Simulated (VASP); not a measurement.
The system is Ge5Pt.

```
Ge Pt
1.0
     4.23500    0.00000    0.00000
     0.00000    4.23500    0.00000
     0.00000    0.00000    5.99000
Ge Pt
5 1
Direct
  0.50000 0.50000 0.50000
  0.00000 0.50000 0.26000
  0.00000 0.50000 0.74000
  0.50000 0.00000 0.74000
  0.50000 0.00000 0.26000
  0.00000 0.00000 0.00000
```

```yaml
Program: VASP 6.6.1
Task: relaxation of cell and atoms
Functional: PBE
Potentials_or_basis: VASP PAW PBE potentials, release 64 (Ge_d, Pt)
Cutoff: 600 eV
k_mesh: 4 × 4 × 3
Occupations: gaussian, width 0.2 eV
Spin: no spin polarisation
```

At the start: pressure 12.6 GPa; volume 17.91 Å³/atom.

Task: Where does the relaxation end?

Result: Over 18 steps the energy falls by 170.2 meV/atom and the volume is 20.47 Å³/atom (+14.3 %); space group P4/mmm (No. 123, to 0.1 Å) before and after.

Step by step:
```
step  energy change (eV)  largest force (eV/Å)  pressure (GPa)  volume (Å³)
   1              0.0000                1.4620           12.56       107.43
   2             -0.6015                0.7839           -5.33       130.76
   3             -0.6960                0.9145           -1.76       123.52
   4             -0.8477                0.5358           -0.87       122.17
   5             -0.9006                0.1484            1.49       120.20
   6             -0.9089                0.0714            0.87       120.76
   7             -0.9090                0.0500            1.02       120.71
   8             -0.9177                0.0042           -0.38       122.99
   9             -0.9178                0.0089           -0.39       122.87
  10             -0.9267                0.0066           -0.32       122.96
  11             -0.9641                0.0715           -0.05       123.17
  12             -1.0013                0.2980            0.28       123.27
  13             -1.0052                0.2165            0.14       123.28
  14             -1.0060                0.2442            0.20       123.28
  15             -1.0114                0.1887           -0.19       123.74
  16             -1.0114                0.1891           -0.17       123.74
  17             -1.0164                0.1406           -0.10       123.40
  18             -1.0214                0.0553            0.05       122.81
```

Final structure:
```yaml
crystal:
  lattice:
    - [4.26782, 0.00000, 0.00000]
    - [0.00000, 4.26782, 0.00000]
    - [0.00000, 0.00000, 6.74249]
  atoms:
    - { symbol: Ge, position: [0.50000, 0.50000, 0.50000] }
    - { symbol: Ge, position: [0.00000, 0.50000, 0.22715] }
    - { symbol: Ge, position: [0.00000, 0.50000, 0.77285] }
    - { symbol: Ge, position: [0.50000, 0.00000, 0.77285] }
    - { symbol: Ge, position: [0.50000, 0.00000, 0.22715] }
    - { symbol: Pt, position: [0.00000, 0.00000, 0.00000] }
```

Caveat: the k points lie up to 0.37 Å⁻¹ apart in the final cell, too coarse for converged energies and pressures of a metal; the relaxation stopped at a loose force limit of 0.08 eV/Å, so its end isn't a converged minimum.
